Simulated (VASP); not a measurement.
Input of a VASP 6.6.1 run:

Contents of INCAR:

```
  PREC = Accurate
  ENCUT = 520
  EDIFF = 1E-8
  ISMEAR = -1
  SIGMA = 0.03
  LREAL = False
  LASPH = True
  NELM = 60
  ALGO = Normal
  ISIF = 2
  LWAVE = False
  LCHARG = False
  LEFG = True
  NBANDS = 16
```

The input KPOINTS:

```
Automatic mesh
0
Gamma
  7 7 7
```

Contents of POSCAR:

```
YSe
1.0
    0.0000000000      2.8175000000      2.8750000000
    2.8175000000      0.0000000000      2.8750000000
    2.8175000000      2.8175000000      0.0000000000
Y Se
1 1
Direct
    0.0000000000      0.0000000000      0.0000000000
    0.5000000000      0.5000000000      0.5000000000
```

Potentials or basis: VASP PAW LDA potentials, release 64 (Y_sv, Se).

Launch:

```sh
$ cat potpaw_LDA.64/Y_sv/POTCAR potpaw_LDA.64/Se/POTCAR > POTCAR
$ mpirun -np 1 vasp_std > vasp.out
```

Question: Predict the band gap on the k mesh.

Answer: Zero (an odd number of electrons rules out a gap without spin polarisation).

Question: Estimate the pressure.

Answer: -1.2 GPa.

Electric field gradients, principal values (V/Å²):
```tsv
atom	least	middle	greatest (by size)
1 Y	-9.814	-9.814	19.629
2 Se	-9.924	-9.924	19.848
```

Caveat: the cell differs from its parent crystal (equal xx and yy strain of -2 %); without QUAD_EFG the Cq values of the log hold for a quadrupole moment of 1 mb, not for the nuclei.
